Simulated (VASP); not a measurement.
SiC: single point with r2SCAN

The system is SiC.

```
CELL_PARAMETERS angstrom
2.57651 0.00000 0.00000
0.00000 3.35747 0.00000
0.00000 0.00000 4.94116
ATOMIC_POSITIONS crystal
C 0.75000 0.00000 0.91255
C 0.25000 0.00000 0.08745
Si 0.25000 0.50000 0.29243
Si 0.75000 0.50000 0.70757
```

```json
{
  "Program": "VASP 6.6.1",
  "Task": "single point",
  "Functional": "r2SCAN",
  "Potentials or basis": "VASP PAW PBE potentials, release 64 (C, Si)",
  "Cutoff": "520 eV",
  "k mesh": "8 × 8 × 6",
  "Occupations": "fermi-dirac, width 0.02 eV",
  "Spin": "no spin polarisation",
  "Dipole correction": "no",
  "Further INCAR settings": "ALGO = Normal; EDIFF = 1e-06; NBANDS = 16"
}
```

```
Pressure               : 0.0 GPa
Largest force          : 0.051 eV/Å
Band gap on the k mesh : zero (bands 8 and 9 overlap by 4.44 eV)
```

Forces in eV/Å, atoms in the order of the input:
```
C    0.000  0.000 -0.051
C    0.000  0.000  0.051
Si   0.000  0.000  0.025
Si   0.000  0.000 -0.025
```

Stress tensor (GPa, compression positive):
```
 0.21  0.00  0.00
 0.00 -0.06  0.00
 0.00  0.00 -0.03
```

Levels at points of the mesh, in eV from the Fermi level:
```
           k point  band 5  band 6  band 7  band 8  band 9  band 10  band 11  band 12
(0.00, 0.00, 0.00)   -5.12   -3.17   -1.88   -1.73   -0.66     1.45     4.60     6.99
(0.50, 0.00, 0.00)   -6.74   -6.74   -4.08   -4.08    1.54     1.54     3.94     3.94
(0.00, 0.50, 0.00)   -8.23   -6.65   -4.88    2.86    3.20     4.73     6.08     6.84
(0.50, 0.50, 0.00)   -6.57   -6.57   -4.82   -4.82   -0.85    -0.85     1.13     1.13
(0.00, 0.00, 0.50)   -7.27   -5.10   -3.14   -1.37    1.68     3.73     4.37     5.07
(0.50, 0.00, 0.50)   -4.30   -4.30   -4.02   -4.02    0.16     0.16     4.08     4.08
(0.00, 0.50, 0.50)   -4.87   -4.01   -3.14   -0.55   -0.52     6.18     6.47     6.49
(0.50, 0.50, 0.50)   -6.96   -6.96   -6.84   -6.84    2.50     2.50     3.51     3.51
```

It took 97 s on 1 thread of Intel(R) Xeon(R) 6975P-C (Granite Rapids), with other jobs on the host, peak memory 0.19 GiB.

Caveat: the PAW data sets were made with another functional, which shifts forces and pressure a little.
